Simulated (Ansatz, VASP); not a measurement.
**One calculation of GeBi3, two programs**

File INCAR:

```
ALGO = Fast
EDIFF = 1E-6
ENCUT = 520
GGA = PE
ISIF = 2
ISMEAR = 0
LASPH = True
LCHARG = False
LREAL = False
LWAVE = False
NBANDS = 69
NELM = 80
PREC = Accurate
SIGMA = 0.1
```

KPOINTS

```
k-points
0
Gamma
  3 3 4
```

POSCAR

```
GeBi3
1.0
    6.9480842756      0.0000000000      0.0000000000
   -3.4740421378      6.0172174903      0.0000000000
    0.0000000000      0.0000000000      5.5769096671
Ge Bi
2 6
Direct
    0.3333333333      0.6666666667      0.2500000000
    0.6666666667      0.3333333333      0.7500000000
    0.8330000000      0.6660000000      0.2500000000
    0.1670000000      0.8330000000      0.7500000000
    0.3340000000      0.1670000000      0.2500000000
    0.1670000000      0.3340000000      0.7500000000
    0.8330000000      0.1670000000      0.2500000000
    0.6660000000      0.8330000000      0.7500000000
```

Input for Ansatz:

```yaml
crystal:
  lattice:
    - [6.9480842756, 0.0, 0.0]
    - [-3.4740421378, 6.0172174903, 0.0]
    - [0.0, 0.0, 5.5769096671]
  atoms:
    - { symbol: Ge, position: [0.3333333333, 0.6666666667, 0.25] }
    - { symbol: Ge, position: [0.6666666667, 0.3333333333, 0.75] }
    - { symbol: Bi, position: [0.833, 0.666, 0.25] }
    - { symbol: Bi, position: [0.167, 0.833, 0.75] }
    - { symbol: Bi, position: [0.334, 0.167, 0.25] }
    - { symbol: Bi, position: [0.167, 0.334, 0.75] }
    - { symbol: Bi, position: [0.833, 0.167, 0.25] }
    - { symbol: Bi, position: [0.666, 0.833, 0.75] }
basis:
  ecutwfc: 420
kpoints:
  mp_grid: { grid: [3, 3, 4] }
hamiltonian:
  xc: pbe
scf:
  occupations: { method: gaussian, width: 0.1 }
  lower_state_search: "off"
output:
  forces: true
  stress: true
  eigenvalues: true
```

Alike in both runs: task single point; functional PBE; k mesh 3 × 3 × 4; occupations gaussian, width 0.1 eV; no spin polarisation.

```csv
,VASP,Ansatz
version,VASP 6.6.1,Ansatz 0.2.0
potentials or method,"VASP PAW PBE potentials, release 64 (Ge_d, Bi_d), cutoff 520 eV","scalar-relativistic, plane waves, PAW"
valence electrons in the cell,118,118
```

|  | VASP | Ansatz | Ansatz less VASP |
| --- | --- | --- | --- |
| gap on the k mesh at the Fermi level (eV) | none | none | - |
| pressure (GPa) | 0.0 | 0.0 | +0.05 |
| traceless stress, the component that is largest in VASP (GPa) | 0.85 | 0.85 | +0.002 |
| rms of the force components (eV/Å) | 0.114 | 0.115 | +0.0006 |

Atom by atom the forces differ by 0.001 eV/Å (rms over components). A gap of «none» marks a metal or a gap that the smearing closes.

Neither program's run includes spin-orbit coupling.
